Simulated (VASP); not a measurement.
# NaPbI3 (Pm-3m) in VASP: settings compared

NaPbI3 is run at these levels: PBEsol, r2SCAN+rVV10; tasks: single point.

All numbers are computed with VASP 6.6.1; they aren't measurements. Logs are shortened: lines on timing, memory, paths and dates and some standing lists are left out, and cuts for length are marked.

**1. The cell of the first run**

The structure is cubic, space group Pm-3m (No. 221). The conventional cell has a = 6.225 Å, b = 6.225 Å, c = 6.225 Å, α = 90.00°, β = 90.00°, γ = 90.00°. Within 5.8 Å of Na (site symmetry m-3m) lie 12 I at 4.40 Å and 8 Pb at 5.39 Å. Within 4.1 Å of Pb (site symmetry m-3m) lie 6 I at 3.11 Å. I (site symmetry 4/mmm) has 2 Pb at 3.11 Å within 4.1 Å.

**2. Single point, PBEsol**

Input file INCAR:

```
ALGO     = Normal         # electronic algorithm
EDIFF    = 1E-7           # SCF threshold, eV
ENCUT    = 520            # plane-wave cutoff, eV
GGA      = PS             # functional
ISIF     = 2              # what is computed and relaxed
ISMEAR   = -1             # smearing method
LASPH    = True           # aspherical terms in the spheres
LCHARG   = True           # write CHGCAR
LELF     = True           # ELF
LREAL    = False          # projectors in reciprocal space
LVHAR    = True         
LWAVE    = False          # write WAVECAR
NBANDS   = 29             # bands
NELM     = 100            # most SCF steps
PREC     = Accurate       # precision mode
SIGMA    = 0.03           # smearing width, eV
```

Input file KPOINTS:

```
k-points
0
Gamma
  4 4 4
```

Input file POSCAR:

```
NaPbI3
1.0
    6.2249965242      0.0000000000      0.0000000000
    0.0000000000      6.2249965242      0.0000000000
    0.0000000000      0.0000000000      6.2249965242
Na Pb I
1 1 3
Direct
    0.0000000000      0.0000000000      0.0000000000
    0.5000000000      0.5000000000      0.5000000000
    0.5000000000      0.5000000000      0.0000000000
    0.5000000000      0.0000000000      0.5000000000
    0.0000000000      0.5000000000      0.5000000000
```

Potentials or basis: VASP PAW PBE potentials, release 64 (Na_pv, Pb_d, I).

Started as:

```
cat potpaw_PBE.64/Na_pv/POTCAR potpaw_PBE.64/Pb_d/POTCAR potpaw_PBE.64/I/POTCAR > POTCAR
mpirun -np 1 vasp_std > vasp.out
```

OUTCAR:

```text
EDIFF = 1E-7
   ENCUT = 520
   GGA = PS
   ISIF = 2
   ISMEAR = -1
   LASPH = True
   LREAL = False
   NELM = 100
   PREC = Accurate

 ion  position               nearest neighbor table
   1  0.000  0.000  0.000-
   2  0.500  0.500  0.500-   3 3.11   4 3.11   5 3.11   3 3.11   4 3.11   5 3.11
   3  0.500  0.500  0.000-   2 3.11   2 3.11
   4  0.500  0.000  0.500-   2 3.11   2 3.11
   5  0.000  0.500  0.500-   2 3.11   2 3.11

  LATTYP: Found a simple cubic cell.
 ALAT       =     6.2249965242

  Lattice vectors:

 A1 = (   6.2249965242,   0.0000000000,   0.0000000000)
 A2 = (   0.0000000000,   6.2249965242,   0.0000000000)
 A3 = (   0.0000000000,   0.0000000000,   6.2249965242)

Analysis of symmetry for initial positions (statically):
=====================================================================
 Subroutine PRICEL returns:
 Original cell was already a primitive cell.

 Routine SETGRP: Setting up the symmetry group for a
 simple cubic supercell.

 Subroutine GETGRP returns: Found 48 space group operations
 (whereof 48 operations were pure point group operations)
 out of a pool of 48 trial point group operations.

The static configuration has the point symmetry O_h .

Analysis of symmetry for dynamics (positions and initial velocities):
=====================================================================
 Subroutine PRICEL returns:
 Original cell was already a primitive cell.

 Routine SETGRP: Setting up the symmetry group for a
 simple cubic supercell.

 Subroutine GETGRP returns: Found 48 space group operations
 (whereof 48 operations were pure point group operations)
 out of a pool of 48 trial point group operations.

The dynamic configuration has the point symmetry O_h .

 Subroutine INISYM returns: Found 48 space group operations
 (whereof 48 operations are pure point group operations),
 and found     1 'primitive' translations

----------------------------------------------------------------------------------------

                                     Primitive cell

  volume of cell :     241.2222

  direct lattice vectors                    reciprocal lattice vectors
     6.224996524  0.000000000  0.000000000     0.160642660  0.000000000  0.000000000
     0.000000000  6.224996524  0.000000000     0.000000000  0.160642660  0.000000000
     0.000000000  0.000000000  6.224996524     0.000000000  0.000000000  0.160642660

  length of vectors
     6.224996524  6.224996524  6.224996524     0.160642660  0.160642660  0.160642660

  position of ions in fractional coordinates (direct lattice)
     0.000000000  0.000000000  0.000000000
     0.500000000  0.500000000  0.500000000
     0.500000000  0.500000000  0.000000000
     0.500000000  0.000000000  0.500000000
     0.000000000  0.500000000  0.500000000

  ion indices of the primitive-cell ions
   primitive index   ion index
                 1           1
                 2           2
                 3           3
                 4           4
                 5           5

----------------------------------------------------------------------------------------

 KPOINTS: k-points

Automatic generation of k-mesh.
 Grid dimensions read from file:
 generate k-points for:    4    4    4

 Generating k-lattice:

  Cartesian coordinates                     Fractional coordinates (reciprocal lattice)
     0.040160665  0.000000000  0.000000000     0.250000000  0.000000000  0.000000000
     0.000000000  0.040160665  0.000000000     0.000000000  0.250000000  0.000000000
     0.000000000  0.000000000  0.040160665     0.000000000  0.000000000  0.250000000

  Length of vectors
     0.040160665  0.040160665  0.040160665

  Shift w.r.t. Gamma in fractional coordinates (k-lattice)
     0.000000000  0.000000000  0.000000000

 Subroutine IBZKPT returns following result:
 ===========================================

 Found     10 irreducible k-points:

 Following reciprocal coordinates:
            Coordinates               Weight
  0.000000  0.000000  0.000000      1.000000
  0.250000  0.000000  0.000000      6.000000
  0.500000  0.000000  0.000000      3.000000
  0.250000  0.250000  0.000000     12.000000
  0.500000  0.250000  0.000000     12.000000
  0.500000  0.500000  0.000000      3.000000
  0.250000  0.250000  0.250000      8.000000
  0.500000  0.250000  0.250000     12.000000
  0.500000  0.500000  0.250000      6.000000
  0.500000  0.500000  0.500000      1.000000
   k-points           NKPTS =     10   k-points in BZ     NKDIM =     10   number of bands    NBANDS=     29
   number of dos      NEDOS =    301   number of ions     NIONS =      5
   total plane-waves  NPLWV = 110592
   dimension x,y,z NGX =    48 NGY =   48 NGZ =   48
   dimension x,y,z NGXF=    96 NGYF=   96 NGZF=   96
   ions per type =               1   1   3
   NGX,Y,Z   is equivalent  to a cutoff of  12.82, 12.82, 12.82 a.u.
   NGXF,Y,Z  is equivalent  to a cutoff of  25.64, 25.64, 25.64 a.u.
 SYSTEM =  unknown system
   PREC   = accura    normal or accurate (medium, high low for compatibility)
   ISTART =      0    job   : 0-new  1-cont  2-samecut
   ICHARG =      2    charge: 1-file 2-atom 10-const
   ISPIN  =      1    spin polarized calculation?
   LNONCOLLINEAR =      F non collinear calculations
   LSORBIT =      F    spin-orbit coupling
   LASPH  =      T    aspherical Exc in radial PAW
   ENCUT  =  520.0 eV  38.22 Ry    6.18 a.u.  11.57 11.57 11.57*2*pi/ulx,y,z
   NELM   =    100;   NELMIN=  2; NELMDL= -5     # of ELM steps
   EDIFF  = 0.1E-06   stopping-criterion for ELM
   LREAL  =      F    real-space projection
   EDIFFG = 0.1E-05   stopping-criterion for IOM
   NSW    =      0    number of steps for IOM
   IBRION =     -1    ionic relax: 0-MD 1-quasi-New 2-CG
   NFREE  =      0    steps in history (QN), initial steepest desc. (CG)
   ISIF   =      2    stress and relaxation
   ISYM   =      2    0-nonsym 1-usesym 2-fastsym
   POTIM  = 0.5000    time-step for ionic-motion
   TEBEG  =    0.0;   TEEND  =   0.0 temperature during run
   PSTRESS=    0.0 pullay stress
   NELECT =      42.0000    total number of electrons
   NUPDOWN=      -1.0000    fix difference up-down
   EMIN   =  10.00;   EMAX   =-10.00  energy-range for DOS
   EFERMI =   0.00;   METHOD = LEGACY
   ISMEAR =    -1;   SIGMA  =   0.03  broadening in eV -4-tet -1-fermi 0-gaus
   EFERMI_NEDOS =   21; number of points for ismear=-14 and -15
   IALGO  =     38    algorithm
   IMIX   =      4    mixing-type and parameters
     AMIX     =   0.40;   BMIX     =  1.00
     AMIX_MAG =   1.60;   BMIX_MAG =  1.00
  volume/ion in A,a.u.               =      48.24       325.57
  Fermi-wavevector in a.u.,A,eV,Ry     =   0.914153  1.727498 11.370054  0.835675
  Thomas-Fermi vector in A             =   2.038747
   LORBIT       =      0    0 simple, 1 ext, 2 COOP (PROOUT), +10 PAW based schemes
   GGA     = PS    functional components
   LHFCALC =     F    Hartree Fock is set to
   AEXX    =    0.0000 exact exchange contribution
   IVDW    =     0    specifies the selected vdW correction
   LEPSILON=     F    determine dielectric tensor
   LRPA    =     F    only Hartree local field effects (RPA)
 non-spin polarized calculation
  energy-cutoff  :      520.00
  volume of cell :      241.22
 maximum number of plane-waves:      6530
 NGX is ok and might be reduce to    48
   NGX = 23   NGY = 23   NGZ = 23

 number of electron      42.0000013 magnetization

 Free energy of the ion-electron system (eV)
  ---------------------------------------------------
  ext. energy  EPLUGINS =         0.00000000
  ---------------------------------------------------
  free energy    TOTEN  =       -13.85882197 eV

  energy without entropy =      -13.85882197  energy(sigma->0) =      -13.85882197

 E-fermi :   2.1791     XC(G=0):  -7.0735

 val. band max:        1.6201342152   @ k =   0.5000   0.5000   0.5000
 cond. band min:       2.7718497473   @ k =   0.5000   0.5000   0.5000
 fundamental gap:      1.1517155321
 Fermi energy:         2.1791063439

 k-point     1 :       0.0000    0.0000    0.0000
  band No.  band energies     occupation
      1     -23.9323      2.00000
      2     -23.9323      2.00000
      3     -23.9323      2.00000
      4     -15.2101      2.00000
      5     -15.2101      2.00000
      6     -15.1273      2.00000
[... 21 lines left out ...]
     28       7.2331      0.00000
     29       7.2332      0.00000

 k-point     2 :       0.2500    0.0000    0.0000
  band No.  band energies     occupation
      1     -23.9323      2.00000
      2     -23.9323      2.00000
      3     -23.9323      2.00000
      4     -15.2101      2.00000
      5     -15.2017      2.00000
      6     -15.1277      2.00000
[... 21 lines left out ...]
     28       6.9187      0.00000
     29       7.2344      0.00000

 k-point     3 :       0.5000    0.0000    0.0000
  band No.  band energies     occupation
      1     -23.9323      2.00000
      2     -23.9323      2.00000
      3     -23.9323      2.00000
      4     -15.2100      2.00000
      5     -15.1933      2.00000
      6     -15.1281      2.00000
[... 21 lines left out ...]
     28       6.8012      0.00000
     29       6.8301      0.00000

 k-point     4 :       0.2500    0.2500    0.0000
  band No.  band energies     occupation
      1     -23.9323      2.00000
      2     -23.9323      2.00000
      3     -23.9323      2.00000
      4     -15.2059      2.00000
      5     -15.1974      2.00000
      6     -15.1281      2.00000
[... 21 lines left out ...]
     28       6.8296      0.00000
     29       7.0580      0.00000

 k-point     5 :       0.5000    0.2500    0.0000
  band No.  band energies     occupation
      1     -23.9323      2.00000
      2     -23.9323      2.00000
      3     -23.9323      2.00000
      4     -15.2048      2.00000
      5     -15.1900      2.00000
      6     -15.1285      2.00000
[... 21 lines left out ...]
     28       6.4571      0.00000
     29       7.6964      0.00000

 k-point     6 :       0.5000    0.5000    0.0000
  band No.  band energies     occupation
      1     -23.9323      2.00000
      2     -23.9323      2.00000
      3     -23.9323      2.00000
      4     -15.2018      2.00000
      5     -15.1844      2.00000
      6     -15.1289      2.00000
[... 21 lines left out ...]
     28       6.3855      0.00000
     29       8.3543      0.00000

 k-point     7 :       0.2500    0.2500    0.2500
  band No.  band energies     occupation
      1     -23.9323      2.00000
      2     -23.9323      2.00000
      3     -23.9323      2.00000
      4     -15.1974      2.00000
      5     -15.1974      2.00000
      6     -15.1281      2.00000
[... 21 lines left out ...]
     28       6.6556      0.00000
     29       7.4707      0.00000

 k-point     8 :       0.5000    0.2500    0.2500
  band No.  band energies     occupation
      1     -23.9323      2.00000
      2     -23.9323      2.00000
      3     -23.9323      2.00000
      4     -15.1974      2.00000
      5     -15.1888      2.00000
      6     -15.1285      2.00000
[... 21 lines left out ...]
     28       7.1006      0.00000
     29       8.0339      0.00000

 k-point     9 :       0.5000    0.5000    0.2500
  band No.  band energies     occupation
      1     -23.9323      2.00000
      2     -23.9323      2.00000
      3     -23.9323      2.00000
      4     -15.1931      2.00000
      5     -15.1844      2.00000
      6     -15.1289      2.00000
[... 21 lines left out ...]
     28       6.7821      0.00000
     29       8.0457      0.00000

 k-point    10 :       0.5000    0.5000    0.5000
  band No.  band energies     occupation
      1     -23.9323      2.00000
      2     -23.9323      2.00000
      3     -23.9323      2.00000
      4     -15.1844      2.00000
      5     -15.1844      2.00000
      6     -15.1289      2.00000
[... 21 lines left out ...]
     28       7.4193      0.00000
     29       7.6182      0.00000

------------------------ aborting loop because EDIFF is reached ----------------------------------------

  FORCE on cell =-STRESS in cart. coord.  units (eV):
  Direction    XX          YY          ZZ          XY          YZ          ZX
  --------------------------------------------------------------------------------------
  -------------------------------------------------------------------------------------
  Total        0.0346347      0.0346347      0.0346347      0.0000000     -0.0000000      0.0000000
  in kB        0.2300404      0.2300404      0.2300404      0.0000000     -0.0000000      0.0000000
  external PRESSURE =       0.2300404 kB  Pullay stress =       0.0000000 kB

 VOLUME and BASIS-vectors are now :
 -----------------------------------------------------------------------------
  energy-cutoff  :      520.00
  volume of cell :      241.22
      direct lattice vectors                 reciprocal lattice vectors
     6.224996524  0.000000000  0.000000000     0.160642660  0.000000000  0.000000000
     0.000000000  6.224996524  0.000000000     0.000000000  0.160642660  0.000000000
     0.000000000  0.000000000  6.224996524     0.000000000  0.000000000  0.160642660

 POSITION                                       TOTAL-FORCE (eV/Angst)
 -----------------------------------------------------------------------------------
      0.00000      0.00000      0.00000         0.000000      0.000000      0.000000
      3.11250      3.11250      3.11250         0.000000      0.000000      0.000000
      3.11250      3.11250      0.00000         0.000000      0.000000      0.000000
      3.11250      0.00000      3.11250         0.000000      0.000000      0.000000
      0.00000      3.11250      3.11250         0.000000      0.000000      0.000000
 -----------------------------------------------------------------------------------
    total drift:                                0.000000     -0.000000     -0.000000

  FREE ENERGIE OF THE ION-ELECTRON SYSTEM (eV)
  ---------------------------------------------------
  free  energy   TOTEN  =       -13.8588219658 eV

  energy  without entropy=      -13.8588219655  energy(sigma->0) =      -13.85882197
```

It took 96 s on 1 thread of AMD EPYC 7R43 (Zen 3), shared host; peak memory 0.3 GiB.

What came out:

- Free energy: -13.8588 eV
- Pressure: 0.0 GPa
- Band gap on the k mesh: 1.15 eV, direct

Levels at points of the mesh, in eV from the valence-band top:
| k point | band 19 | band 20 | band 21 | band 22 | band 23 | band 24 |
| --- | --- | --- | --- | --- | --- | --- |
| (0.00, 0.00, 0.00) | -1.54 | -1.54 | -1.54 | 1.46 | 4.74 | 4.74 |
| (0.50, 0.00, 0.00) | -1.56 | -1.56 | -1.08 | 1.83 | 2.89 | 3.48 |
| (0.50, 0.50, 0.00) | -1.67 | -1.02 | -0.53 | 1.62 | 1.62 | 2.75 |
| (0.50, 0.50, 0.50) | -1.01 | -1.01 | 0.00 | 1.15 | 1.15 | 1.15 |

Caveat: the PAW data sets were made with another functional, which shifts forces and pressure a little; spin-orbit coupling is left out, which moves the levels of the heavy elements. A k mesh can miss the band edges.

(Part 1 of 2 ends here.)
